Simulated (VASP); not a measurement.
Here is a VASP 6.6.1 calculation.

The input INCAR:

```
PREC = Accurate
ENCUT = 500
EDIFF = 1E-6
ISMEAR = -1
SIGMA = 0.05
LREAL = F
LASPH = T
NELM = 120
ALGO = Normal
ISIF = 2
LWAVE = F
LCHARG = F
GGA = PS
NBANDS = 10
GGA_COMPAT = F
```

File KPOINTS:

```
Automatic mesh
0
Gamma
  15 15 15
```

Contents of POSCAR:

```
Na
1.0
    0.0000000000      2.6294609770      2.6294609770
    2.6294609770      0.0000000000      2.6294609770
    2.6294609770      2.6294609770      0.0000000000
Na
1
Direct
    0.0000000000      0.0000000000      0.0000000000
```

Potentials or basis: VASP PAW PBE potentials, release 64 (Na_pv).

The run is started by

```console
$ cat potpaw_PBE.64/Na_pv/POTCAR > POTCAR
$ mpirun -np 1 vasp_std > vasp.out
```

Q: Estimate the pressure.

A: 0.0 GPa.

Q: Estimate the band gap on the k mesh.

A: Zero (an odd number of electrons rules out a gap without spin polarisation).

Caveat: the PAW data sets were made with another functional, which shifts forces and pressure a little.
